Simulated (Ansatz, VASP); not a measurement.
## One calculation of SrVO3, two programs

```
CELL_PARAMETERS angstrom
3.85000 0.00000 0.00000
0.00000 3.85000 0.00000
0.00000 0.00000 3.85000
ATOMIC_POSITIONS crystal
Sr 0.00000 0.00000 0.00000
V 0.50000 0.50000 0.50000
O 0.50000 0.50000 0.00000
O 0.50000 0.00000 0.50000
O 0.00000 0.50000 0.50000
```

Alike in both runs: task single point; functional PBE; k mesh 6 × 6 × 6; occupations gaussian, width 0.1 eV; collinear spin; Hubbard terms V d U = 3.25 eV.

|  | VASP | Ansatz |
| --- | --- | --- |
| version | VASP 6.6.1 | Ansatz development build ahead of 0.2.0 |
| potentials or method | VASP PAW PBE potentials, release 64 (Sr_sv, V_sv, O) | norm-conserving potentials, plane waves, scalar-relativistic |
| plane-wave cutoff (eV) | 520 | 1240 |

VASP gave:

| Property | Result |
| --- | --- |
| net moment per atom (μB) | 0.20 |
| size of the moment on the site where the two differ most (μB) | 1.11 |

**Question.** What did Ansatz give for the same quantities?

**Answer.** net moment per atom (μB): 0.20; size of the moment on the site where the two differ most (μB): 0.86.

Site moments also hang on the region over which each program counts them. The programs project onto different local orbitals, so the same U acts differently, and such runs can settle in different states. Ansatz's warnings: filled band counts differ across k points, reached outside group.
